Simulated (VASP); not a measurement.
# Te2Mo in VASP: further runs, part 2 of 2

VASP 6.6.1.

## (3) Single point, PBE

Contents of INCAR:

```
PREC = Accurate ; ENCUT = 520
EDIFF = 1E-6 ; ISMEAR = 0
SIGMA = 0.02 ; LREAL = F
LASPH = T ; NELM = 80
ALGO = Normal ; ISIF = 2
LWAVE = F ; LCHARG = F
GGA = PE ; NBANDS = 35
```

Contents of KPOINTS:

```
Automatic mesh
0
Gamma
  12 12 2
```

Contents of POSCAR:

```
Te2Mo
1.0
    3.5558501155      0.0000000000      0.0000000000
   -1.7779250578      3.0794565321      0.0000000000
    0.0000000000      0.0000000000     24.8667878798
Te Mo
4 2
Direct
    0.3333333333      0.6666666667      0.0809623557
    0.6666666667      0.3333333333      0.7736361116
    0.6666666667      0.3333333333      0.9190376443
    0.3333333333      0.6666666667      0.2263638884
    0.3333333333      0.6666666667      0.8463114917
    0.6666666667      0.3333333333      0.1536885083
```

Potentials or basis: VASP PAW PBE potentials, release 64 (Te, Mo_sv).

Started as:

```
$ cat potpaw_PBE.64/Te/POTCAR potpaw_PBE.64/Mo_sv/POTCAR > POTCAR
$ mpirun -np 1 vasp_std > vasp.out
```

OUTCAR:

```text
PREC = Accurate
   ENCUT = 520
   EDIFF = 1E-6
   ISMEAR = 0
   LREAL = F
   LASPH = T
   NELM = 80
   ISIF = 2
   GGA = PE

 ion  position               nearest neighbor table
   1  0.333  0.667  0.081-   6 2.74   6 2.74   6 2.74   4 3.62
   2  0.667  0.333  0.774-   5 2.74   5 2.74   5 2.74   3 3.62
   3  0.667  0.333  0.919-   5 2.74   5 2.74   5 2.74   2 3.62
   4  0.333  0.667  0.226-   6 2.74   6 2.74   6 2.74   1 3.62
   5  0.333  0.667  0.846-   2 2.74   2 2.74   2 2.74   3 2.74   3 2.74   3 2.74
   6  0.667  0.333  0.154-   4 2.74   4 2.74   4 2.74   1 2.74   1 2.74   1 2.74

  LATTYP: Found a hexagonal cell.
 ALAT       =     3.5558501155
 C/A-ratio  =     6.9932047393

  Lattice vectors:

 A1 = (   3.5558501155,   0.0000000000,   0.0000000000)
 A2 = (  -1.7779250578,   3.0794565321,   0.0000000000)
 A3 = (   0.0000000000,   0.0000000000,  24.8667878798)

Analysis of symmetry for initial positions (statically):
=====================================================================
 Subroutine PRICEL returns:
 Original cell was already a primitive cell.

 Routine SETGRP: Setting up the symmetry group for a
 hexagonal supercell.

 Subroutine GETGRP returns: Found 12 space group operations
 (whereof 12 operations were pure point group operations)
 out of a pool of 24 trial point group operations.

The static configuration has the point symmetry D_3d.

Analysis of symmetry for dynamics (positions and initial velocities):
=====================================================================
 Subroutine PRICEL returns:
 Original cell was already a primitive cell.

 Routine SETGRP: Setting up the symmetry group for a
 hexagonal supercell.

 Subroutine GETGRP returns: Found 12 space group operations
 (whereof 12 operations were pure point group operations)
 out of a pool of 24 trial point group operations.

The dynamic configuration has the point symmetry D_3d.
[... 122 lines left out ...]
   ISMEAR =     0;   SIGMA  =   0.02  broadening in eV -4-tet -1-fermi 0-gaus
   EFERMI_NEDOS =   21; number of points for ismear=-14 and -15
   IALGO  =     38    algorithm
   IMIX   =      4    mixing-type and parameters
     AMIX     =   0.40;   BMIX     =  1.00
     AMIX_MAG =   1.60;   BMIX_MAG =  1.00
  volume/ion in A,a.u.               =      45.38       306.25
  Fermi-wavevector in a.u.,A,eV,Ry     =   0.942751  1.781541 12.092571  0.888779
  Thomas-Fermi vector in A             =   2.070391
   LORBIT       =      0    0 simple, 1 ext, 2 COOP (PROOUT), +10 PAW based schemes
   GGA     = PE    functional components
   LHFCALC =     F    Hartree Fock is set to
   AEXX    =    0.0000 exact exchange contribution
   IVDW    =     0    specifies the selected vdW correction
   LEPSILON=     F    determine dielectric tensor
   LRPA    =     F    only Hartree local field effects (RPA)
 non-spin polarized calculation
 Gauss-broadening in eV      SIGMA  =   0.02
  energy-cutoff  :      520.00
  volume of cell :      272.29
 maximum number of plane-waves:      7436
 NGX is ok and might be reduce to    28
   NGX = 13   NGY = 13   NGZ = 93

 number of electron      51.9999999 magnetization

 Free energy of the ion-electron system (eV)
  ---------------------------------------------------
  ext. energy  EPLUGINS =         0.00000000
  ---------------------------------------------------
  free energy    TOTEN  =       -36.06225013 eV

  energy without entropy =      -36.06225013  energy(sigma->0) =      -36.06225013

 E-fermi :   2.3513     XC(G=0):  -6.3470

 val. band max:        2.2189358604   @ k =   0.3333   0.3333   0.0000
 cond. band min:       3.2733802730   @ k =   0.3333   0.3333   0.0000
 fundamental gap:      1.0544444125
 Fermi energy:         2.3513013564

 k-point     1 :       0.0000    0.0000    0.0000
  band No.  band energies     occupation
      1     -58.4912      2.00000
      2     -58.4912      2.00000
      3     -32.6365      2.00000
      4     -32.6365      2.00000
      5     -32.5337      2.00000
      6     -32.5337      2.00000
[... 901 lines left out ...]
     34       5.8232      0.00000
     35       7.5948      0.00000

 [... further k-points ...]
[... 5 lines left out ...]
  --------------------------------------------------------------------------------------
  -------------------------------------------------------------------------------------
  Total       -0.0087950     -0.0087950      0.0935669      0.0000000      0.0000000      0.0000000
  in kB       -0.0517498     -0.0517498      0.5505483      0.0000000      0.0000000      0.0000000
  external PRESSURE =       0.1490163 kB  Pullay stress =       0.0000000 kB

 VOLUME and BASIS-vectors are now :
 -----------------------------------------------------------------------------
  energy-cutoff  :      520.00
  volume of cell :      272.29
      direct lattice vectors                 reciprocal lattice vectors
     3.555850116  0.000000000  0.000000000     0.281226702  0.162366312  0.000000000
    -1.777925058  3.079456532  0.000000000     0.000000000  0.324732624  0.000000000
     0.000000000  0.000000000 24.866787880     0.000000000  0.000000000  0.040214281

 POSITION                                       TOTAL-FORCE (eV/Angst)
 -----------------------------------------------------------------------------------
     -0.00000      2.05297      2.01327        -0.000000     -0.000000     -0.014449
      1.77793      1.02649     19.23785         0.000000     -0.000000     -0.015482
      1.77793      1.02649     22.85351        -0.000000      0.000000      0.014449
     -0.00000      2.05297      5.62894        -0.000000      0.000000      0.015482
     -0.00000      2.05297     21.04505         0.000000      0.000000      0.000114
      1.77793      1.02649      3.82174        -0.000000     -0.000000     -0.000114
 -----------------------------------------------------------------------------------
    total drift:                               -0.000000      0.000000      0.000000

  FREE ENERGIE OF THE ION-ELECTRON SYSTEM (eV)
  ---------------------------------------------------
  free  energy   TOTEN  =       -36.0622501311 eV

  energy  without entropy=      -36.0622501311  energy(sigma->0) =      -36.06225013
```

OSZICAR:

```text
N       E                     dE             d eps       ncg     rms          rms(c)
DAV:   1     0.374453195664E+03    0.37445E+03   -0.25864E+04  3276   0.123E+03
DAV:   2    -0.134841506621E+02   -0.38794E+03   -0.37649E+03  3411   0.279E+02
DAV:   3    -0.365877224993E+02   -0.23104E+02   -0.22709E+02  3346   0.597E+01
[... 15 lines left out ...]
DAV:  19    -0.360622222722E+02   -0.48707E-04   -0.13439E-06  2277   0.445E-03    0.318E-03
DAV:  20    -0.360622404777E+02   -0.18206E-04   -0.45270E-07  2199   0.178E-03    0.166E-03
DAV:  21    -0.360622487158E+02   -0.82381E-05   -0.31740E-07  1980   0.110E-03    0.756E-04
DAV:  22    -0.360622499351E+02   -0.12194E-05   -0.58622E-08  1806   0.615E-04    0.712E-04
DAV:  23    -0.360622501311E+02   -0.19594E-06   -0.13483E-08  1625   0.303E-04
   1 F= -.36062250E+02 E0= -.36062250E+02  d E =-.148634E-22
```

stdout:

```text
POSCAR found type information on POSCAR TeMo
 POSCAR found :  2 types and       6 ions
 scaLAPACK will be used
 LDA part: xc-table for (Slater+PW92), standard interpolation
 POSCAR, INCAR and KPOINTS ok, starting setup
 FFT: planning ... GRIDC
 FFT: planning ... GRID_SOFT
 FFT: planning ... GRID
 WAVECAR not read
 entering main loop
```

Wall time 19 min (1 thread of AMD EPYC 7R13, shared host); peak memory 0.54 GiB.

What came out:

| Quantity | Value |
| --- | --- |
| Free energy | -36.0623 eV |
| Largest force | 0.015 eV/Å |
| Band gap on the k mesh | 1.05 eV, direct |

Forces in eV/Å, atoms in the order of the input:
```
Te   0.000  0.000 -0.014
Te   0.000  0.000 -0.015
Te   0.000  0.000  0.014
Te   0.000  0.000  0.015
Mo   0.000  0.000  0.000
Mo   0.000  0.000  0.000
```

Caveat: spin-orbit coupling is left out, which moves the levels of the heavy elements.
